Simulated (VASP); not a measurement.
# In (P6_3/mmc) in VASP: notebook, part 2 of 2

VASP 6.6.1. The steps go on from the part before.

## 3. Single point, LDA

Contents of INCAR:

```
ALGO = Normal
EDIFF = 1E-7
ENCUT = 520
ISIF = 2
ISMEAR = -1
LASPH = True
LCHARG = True
LELF = True
LREAL = False
LVHAR = True
LWAVE = False
NBANDS = 20
NELM = 60
PREC = Accurate
SIGMA = 0.08
```

Contents of KPOINTS:

```
k-points
0
Gamma
  18 18 10
```

Contents of POSCAR:

```
In
1.0
    2.4262024837      0.0000000000      0.0000000000
   -1.2131012419      2.1011529856      0.0000000000
    0.0000000000      0.0000000000      4.0178461501
In
2
Direct
    0.3333333333      0.6666666667      0.2500000000
    0.6666666667      0.3333333333      0.7500000000
```

Potentials or basis: VASP PAW LDA potentials, release 64 (In_d).

Launch:

```console
$ cat potpaw_LDA.64/In_d/POTCAR > POTCAR
$ mpirun -np 1 vasp_std > vasp.out
```

OUTCAR:

```text
EDIFF = 1E-7
   ENCUT = 520
   ISIF = 2
   ISMEAR = -1
   LASPH = True
   LREAL = False
   NELM = 60
   PREC = Accurate

 ion  position               nearest neighbor table
   1  0.333  0.667  0.250-   2 2.45   2 2.45   2 2.45   2 2.45   2 2.45   2 2.45   2 3.45   2 3.45
                             2 3.45   2 3.45   2 3.45   2 3.45
   2  0.667  0.333  0.750-   1 2.45   1 2.45   1 2.45   1 2.45   1 2.45   1 2.45   1 3.45   1 3.45
                             1 3.45   1 3.45   1 3.45   1 3.45

  LATTYP: Found a hexagonal cell.
 ALAT       =     2.4262024837
 C/A-ratio  =     1.6560226020

  Lattice vectors:

 A1 = (   2.4262024837,   0.0000000000,   0.0000000000)
 A2 = (  -1.2131012419,   2.1011529856,   0.0000000000)
 A3 = (   0.0000000000,   0.0000000000,   4.0178461501)

Analysis of symmetry for initial positions (statically):
=====================================================================
 Subroutine PRICEL returns:
 Original cell was already a primitive cell.

 Routine SETGRP: Setting up the symmetry group for a
 hexagonal supercell.

 Subroutine GETGRP returns: Found 24 space group operations
 (whereof 12 operations were pure point group operations)
 out of a pool of 24 trial point group operations.

The static configuration has the point symmetry D_3d.
 The point group associated with its full space group is D_6h.

Analysis of symmetry for dynamics (positions and initial velocities):
=====================================================================
 Subroutine PRICEL returns:
 Original cell was already a primitive cell.

 Routine SETGRP: Setting up the symmetry group for a
 hexagonal supercell.

 Subroutine GETGRP returns: Found 24 space group operations
 (whereof 12 operations were pure point group operations)
 out of a pool of 24 trial point group operations.

The dynamic configuration has the point symmetry D_3d.
 The point group associated with its full space group is D_6h.

 Subroutine INISYM returns: Found 24 space group operations
 (whereof 12 operations are pure point group operations),
 and found     1 'primitive' translations

----------------------------------------------------------------------------------------

                                     Primitive cell

  volume of cell :      20.4823

  direct lattice vectors                    reciprocal lattice vectors
     2.426202484  0.000000000  0.000000000     0.412166753  0.237964586  0.000000000
    -1.213101242  2.101152986  0.000000000     0.000000000  0.475929172  0.000000000
     0.000000000  0.000000000  4.017846150     0.000000000  0.000000000  0.248889570

  length of vectors
     2.426202484  2.426202484  4.017846150     0.475929172  0.475929172  0.248889570

  position of ions in fractional coordinates (direct lattice)
     0.333333333  0.666666667  0.250000000
     0.666666667  0.333333333  0.750000000

  ion indices of the primitive-cell ions
   primitive index   ion index
                 1           1
                 2           2

----------------------------------------------------------------------------------------

 KPOINTS: k-points

Automatic generation of k-mesh.
 Grid dimensions read from file:
 generate k-points for:   18   18   10

 Generating k-lattice:

  Cartesian coordinates                     Fractional coordinates (reciprocal lattice)
     0.022898153  0.013220255  0.000000000     0.055555556  0.000000000  0.000000000
     0.000000000  0.026440510  0.000000000     0.000000000  0.055555556  0.000000000
     0.000000000  0.000000000  0.024888957     0.000000000  0.000000000  0.100000000

  Length of vectors
     0.026440510  0.026440510  0.024888957

  Shift w.r.t. Gamma in fractional coordinates (k-lattice)
     0.000000000  0.000000000  0.000000000

 Subroutine IBZKPT returns following result:
 ===========================================

 Found    222 irreducible k-points:

 Following reciprocal coordinates:
            Coordinates               Weight
  0.000000  0.000000  0.000000      1.000000
  0.055556  0.000000  0.000000      6.000000
  0.111111  0.000000  0.000000      6.000000
  0.166667  0.000000  0.000000      6.000000
  0.222222  0.000000  0.000000      6.000000
  0.277778  0.000000  0.000000      6.000000
[... 16 lines left out ...]
  0.333333  0.111111  0.000000     12.000000
  0.388889  0.111111  0.000000     12.000000
 [... further k-points ...]
   k-points           NKPTS =    222   k-points in BZ     NKDIM =    222   number of bands    NBANDS=     20
   number of dos      NEDOS =    301   number of ions     NIONS =      2
   total plane-waves  NPLWV =   9720
   dimension x,y,z NGX =    18 NGY =   18 NGZ =   30
   dimension x,y,z NGXF=    36 NGYF=   36 NGZF=   60
   ions per type =               2
   NGX,Y,Z   is equivalent  to a cutoff of  12.33, 12.33, 12.41 a.u.
   NGXF,Y,Z  is equivalent  to a cutoff of  24.67, 24.67, 24.83 a.u.
 SYSTEM =  unknown system
   PREC   = accura    normal or accurate (medium, high low for compatibility)
   ISTART =      0    job   : 0-new  1-cont  2-samecut
   ICHARG =      2    charge: 1-file 2-atom 10-const
   ISPIN  =      1    spin polarized calculation?
   LNONCOLLINEAR =      F non collinear calculations
   LSORBIT =      F    spin-orbit coupling
   LASPH  =      T    aspherical Exc in radial PAW
   ENCUT  =  520.0 eV  38.22 Ry    6.18 a.u.   4.51  4.51  7.47*2*pi/ulx,y,z
   NELM   =     60;   NELMIN=  2; NELMDL= -5     # of ELM steps
   EDIFF  = 0.1E-06   stopping-criterion for ELM
   LREAL  =      F    real-space projection
   EDIFFG = 0.1E-05   stopping-criterion for IOM
   NSW    =      0    number of steps for IOM
   IBRION =     -1    ionic relax: 0-MD 1-quasi-New 2-CG
   NFREE  =      0    steps in history (QN), initial steepest desc. (CG)
   ISIF   =      2    stress and relaxation
   ISYM   =      2    0-nonsym 1-usesym 2-fastsym
   POTIM  = 0.5000    time-step for ionic-motion
   TEBEG  =    0.0;   TEEND  =   0.0 temperature during run
   PSTRESS=    0.0 pullay stress
   NELECT =      26.0000    total number of electrons
   NUPDOWN=      -1.0000    fix difference up-down
   EMIN   =  10.00;   EMAX   =-10.00  energy-range for DOS
   EFERMI =   0.00;   METHOD = LEGACY
   ISMEAR =    -1;   SIGMA  =   0.08  broadening in eV -4-tet -1-fermi 0-gaus
   EFERMI_NEDOS =   21; number of points for ismear=-14 and -15
   IALGO  =     38    algorithm
   IMIX   =      4    mixing-type and parameters
     AMIX     =   0.40;   BMIX     =  1.00
     AMIX_MAG =   1.60;   BMIX_MAG =  1.00
  volume/ion in A,a.u.               =      10.24        69.11
  Fermi-wavevector in a.u.,A,eV,Ry     =   1.772583  3.349696 42.750198  3.142051
  Thomas-Fermi vector in A             =   2.838946
   LORBIT       =      0    0 simple, 1 ext, 2 COOP (PROOUT), +10 PAW based schemes
   GGA     = CA    functional components
   LHFCALC =     F    Hartree Fock is set to
   AEXX    =    0.0000 exact exchange contribution
   IVDW    =     0    specifies the selected vdW correction
   LEPSILON=     F    determine dielectric tensor
   LRPA    =     F    only Hartree local field effects (RPA)
 non-spin polarized calculation
  energy-cutoff  :      520.00
  volume of cell :       20.48
 maximum number of plane-waves:       568
   NGX =  9   NGY =  9   NGZ = 15

 number of electron      26.0000010 magnetization

 Free energy of the ion-electron system (eV)
  ---------------------------------------------------
  ext. energy  EPLUGINS =         0.00000000
  ---------------------------------------------------
  free energy    TOTEN  =         9.21423435 eV

  energy without entropy =        9.23067887  energy(sigma->0) =        9.22245661

 E-fermi :  26.3699     XC(G=0): -15.8668

 val. band max:       26.3697382607   @ k =   0.2778   0.2222   0.2000
 cond. band min:      26.3710471339   @ k =   0.2778   0.1667   0.1000
 fundamental gap:      0.0013088733
 Fermi energy:        26.3698968960

 k-point     1 :       0.0000    0.0000    0.0000
  band No.  band energies     occupation
      1       4.7342      2.00000
      2       5.4302      2.00000
      3       6.5338      2.00000
      4       6.7735      2.00000
      5       6.7735      2.00000
      6       7.1117      2.00000
[... 12 lines left out ...]
     19      44.4535      0.00000
     20      44.4605      0.00000
[... 507 lines left out ...]
 k-point    24 :       0.3889    0.1111    0.0000
  band No.  band energies     occupation
      1       4.7204      2.00000
      2       5.1289      2.00000
      3       5.6005      2.00000
      4       6.6844      2.00000
      5       7.2686      2.00000
      6       7.5425      2.00000
[... 12 lines left out ...]
     19      38.8500      0.00000
     20      43.0760      0.00000

 [... further k-points ...]
[... 5 lines left out ...]
  --------------------------------------------------------------------------------------
  -------------------------------------------------------------------------------------
  Total       53.0914174     53.0914174     53.1348552     -0.0000000     -0.0000000      0.0000000
  in kB     4152.9517147   4152.9517146   4156.3495365     -0.0000001     -0.0000000      0.0000000
  external PRESSURE =    4154.0843219 kB  Pullay stress =       0.0000000 kB

 VOLUME and BASIS-vectors are now :
 -----------------------------------------------------------------------------
  energy-cutoff  :      520.00
  volume of cell :       20.48
      direct lattice vectors                 reciprocal lattice vectors
     2.426202484  0.000000000  0.000000000     0.412166753  0.237964586  0.000000000
    -1.213101242  2.101152986  0.000000000     0.000000000  0.475929172  0.000000000
     0.000000000  0.000000000  4.017846150     0.000000000  0.000000000  0.248889570

 POSITION                                       TOTAL-FORCE (eV/Angst)
 -----------------------------------------------------------------------------------
     -0.00000      1.40077      1.00446         0.000000     -0.000000      0.000000
      1.21310      0.70038      3.01338        -0.000000      0.000000      0.000000
 -----------------------------------------------------------------------------------
    total drift:                                0.000000     -0.000000      0.000000

  FREE ENERGIE OF THE ION-ELECTRON SYSTEM (eV)
  ---------------------------------------------------
  free  energy   TOTEN  =         9.2142343462 eV

  energy  without entropy=        9.2306788743  energy(sigma->0) =        9.22245661
```

OSZICAR:

```text
N       E                     dE             d eps       ncg     rms          rms(c)
DAV:   1     0.213740228793E+03    0.21374E+03   -0.12780E+04  9864   0.243E+03
DAV:   2     0.229113384475E+02   -0.19083E+03   -0.18583E+03  8976   0.420E+02
DAV:   3     0.838156584798E+01   -0.14530E+02   -0.14374E+02  9996   0.126E+02
DAV:   4     0.806203458741E+01   -0.31953E+00   -0.31911E+00 10784   0.181E+01
DAV:   5     0.804976733139E+01   -0.12267E-01   -0.12266E-01 12596   0.307E+00    0.250E+01
DAV:   6     0.881361523433E+01    0.76385E+00   -0.17049E-01 14168   0.126E+01    0.133E+01
DAV:   7     0.920170841599E+01    0.38809E+00   -0.12272E-01 16012   0.922E+00    0.109E+00
DAV:   8     0.921428358031E+01    0.12575E-01   -0.17270E-02 13632   0.215E+00    0.226E-01
DAV:   9     0.921420572450E+01   -0.77856E-04   -0.20347E-04 11408   0.135E-01    0.191E-01
DAV:  10     0.921419522606E+01   -0.10498E-04   -0.92506E-05 12060   0.241E-01    0.132E-01
DAV:  11     0.921423436130E+01    0.39135E-04   -0.95732E-06 12512   0.394E-02    0.263E-02
DAV:  12     0.921423434621E+01   -0.15090E-07   -0.29970E-07 10836   0.540E-03
   1 F= 0.92142343E+01 E0= 0.92224566E+01  d E =-.164445E-01
```

Wall time 30 s (1 thread of Intel Xeon 6975P-C (Granite Rapids), shared host); peak memory 0.18 GiB.

What came out:

```
Free energy            : 9.2142 eV
Pressure               : 415.4 GPa
Band gap on the k mesh : zero (band 13 reaches 32.91 eV, above the bottom of band 14 at 23.40 eV)
```

Stress tensor (GPa, compression positive):
```
415.30   0.00   0.00
  0.00 415.30   0.00
  0.00   0.00 415.63
```

Levels at points of the mesh, in eV from the Fermi level:
```csv
k point,band 11,band 12,band 13,band 14,band 15,band 16
"(0.00, 0.00, 0.00)",-17.06,-10.81,-4.74,9.29,11.26,12.06
"(0.50, 0.00, 0.00)",-10.09,-7.78,-0.25,-0.15,4.01,4.01
"(0.00, 0.00, 0.50)",-17.46,-17.46,5.03,5.03,9.87,9.87
"(0.50, 0.00, 0.50)",-9.04,-9.04,-2.97,-2.97,8.27,8.27
```

Caveat: spin-orbit coupling is left out, which moves the levels of the heavy elements.

## 4. Relaxation of cell and atoms, LDA, target pressure 410 GPa, at which the enthalpy is minimised

Contents of INCAR:

```
ALGO = Normal
EDIFF = 1E-6
EDIFFG = -0.005
ENCUT = 600
IBRION = 2
ISIF = 3
ISMEAR = -1
LASPH = True
LCHARG = False
LREAL = False
LWAVE = False
NELM = 60
NSW = 32
PREC = Accurate
PSTRESS = 4100.0
SIGMA = 0.08
```

KPOINTS is that of step 3.

Contents of POSCAR:

```
In
1.0
    2.4262109682      0.0000000000      0.0000000000
   -1.2131054841      2.1011603334      0.0000000000
    0.0000000000      0.0000000000      4.0182109724
In
2
Direct
    0.3333333333      0.6666666667      0.2500000000
    0.6666666667      0.3333333333      0.7500000000
```

Launch:

```console
$ cat potpaw_LDA.64/In_d/POTCAR > POTCAR
$ mpirun -np 1 vasp_std > vasp.out
```

Wall time 4.3 min (1 thread of Intel Xeon Platinum 8375C at 2.90GHz (Ice Lake), shared host); peak memory 0.2 GiB.

Results (log left out):

```
Free energy                                            : 9.0124 eV
Relaxed volume                                         : 10.28 Å³/atom
Relaxed cell                                           : a = 2.429 Å, b = 2.429 Å, c = 4.024 Å, α = 90.00°, β = 90.00°, γ = 120.00°
Space group after relaxing (to 0.05 Å)                 : P6_3/mmc (No. 194)
Energy change on relaxing (the enthalpy is what falls) : -98.1 meV/atom
Ionic steps                                            : 15
Pressure after relaxing                                : 410.0 GPa
Band gap on the k mesh                                 : zero (band 13 reaches 32.77 eV, above the bottom of band 14 at 23.27 eV)
```

Stress tensor (GPa, compression positive):
```
409.92   0.00   0.00
  0.00 409.92   0.00
  0.00   0.00 410.01
```

The path:
| step | energy change (eV) | largest force (eV/Å) | pressure (GPa) | volume (Å³) |
| --- | --- | --- | --- | --- |
| 1 | 0.0000 | 0.0000 | 415.40 | 20.48 |
| 2 | -2.4659 | 0.0000 | 346.04 | 21.53 |
| 3 | -0.1954 | 0.0000 | 409.91 | 20.56 |
| 4 | -0.1915 | 0.0000 | 410.12 | 20.56 |
| 5 | -0.1922 | 0.0000 | 410.04 | 20.56 |
| 6 | -0.1919 | 0.0000 | 410.08 | 20.56 |
| 7 | -0.1918 | 0.0000 | 410.06 | 20.56 |
| 8 | -0.1916 | 0.0000 | 410.07 | 20.56 |
| 9 | -0.1916 | 0.0000 | 410.08 | 20.56 |
| 10 | -0.1916 | 0.0000 | 410.07 | 20.56 |
| 11 | -0.1916 | 0.0000 | 410.07 | 20.56 |
| 12 | -0.1916 | 0.0000 | 410.07 | 20.56 |
| 13 | -0.2096 | 0.0000 | 409.48 | 20.57 |
| 14 | -0.1942 | 0.0000 | 410.06 | 20.56 |
| 15 | -0.1961 | 0.0000 | 409.95 | 20.56 |

Final structure:
```yaml
crystal:
  lattice:
    - [2.42909, 0.00000, 0.00000]
    - [-1.21454, 2.10365, 0.00000]
    - [0.00000, 0.00000, 4.02360]
  atoms:
    - { symbol: In, position: [0.33333, 0.66667, 0.25000] }
    - { symbol: In, position: [0.66667, 0.33333, 0.75000] }
```

Levels at points of the mesh, in eV from the Fermi level:
| k point | band 11 | band 12 | band 13 | band 14 | band 15 | band 16 |
| --- | --- | --- | --- | --- | --- | --- |
| (0.00, 0.00, 0.00) | -17.03 | -10.77 | -4.75 | 9.33 | 11.29 | 12.09 |
| (0.50, 0.00, 0.00) | -10.06 | -7.76 | -0.25 | -0.14 | 3.99 | 4.00 |
| (0.00, 0.00, 0.50) | -17.40 | -17.40 | 5.02 | 5.02 | 9.90 | 9.90 |
| (0.50, 0.00, 0.50) | -9.01 | -9.01 | -2.98 | -2.98 | 8.28 | 8.28 |

Caveat: the cell is relaxed towards a set pressure, so the enthalpy falls and the energy may rise; spin-orbit coupling is left out, which moves the levels of the heavy elements.
